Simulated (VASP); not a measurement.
Input of a VASP 6.6.1 run:

The input POSCAR:

```
KCl
1.0
    3.7330730717      0.0000000000      0.0000000000
    0.0000000000      3.7330730717      0.0000000000
    0.0000000000      0.0000000000      3.7330730717
K Cl
1 1
Direct
    0.0000000000      0.0000000000      0.0000000000
    0.5000000000      0.5000000000      0.5000000000
```

INCAR.step1

```
PREC = Accurate
ENCUT = 520
ISMEAR = 0
SIGMA = 0.01
LREAL = False
LASPH = True
NELM = 100
NBANDS = 15
GGA = PE
ALGO = Normal
EDIFF = 1E-4
LWAVE = True
LCHARG = False
```

INCAR.step2

```
PREC = Accurate
ENCUT = 520
EDIFF = 1E-7
ISMEAR = 0
SIGMA = 0.01
LREAL = False
LASPH = True
NELM = 100
ALGO = Normal
ISIF = 2
LWAVE = False
LCHARG = False
METAGGA = R2SCAN
LMIXTAU = True
NBANDS = 15
ISTART = 1
```

The input KPOINTS:

```
regular mesh
0
Gamma
  6 6 6
```

Potentials or basis: VASP PAW PBE potentials, release 64 (K_sv, Cl).

Launch:

```console
$ cat potpaw_PBE.64/K_sv/POTCAR potpaw_PBE.64/Cl/POTCAR > POTCAR
$ cp INCAR.step1 INCAR
$ mpirun -np 1 vasp_std > vasp.out
$ cp INCAR.step2 INCAR
$ mpirun -np 1 vasp_std > vasp.out
```

Q: Predict the pressure.

A: 0.7 GPa.

Q: Estimate the band gap on the k mesh.

A: 5.96 eV (least direct gap 6.18 eV).

Caveat: the structure was generated, so it needn't be the stable form of KCl; the PAW data sets were made with another functional, which shifts forces and pressure a little. A k mesh can miss the band edges.
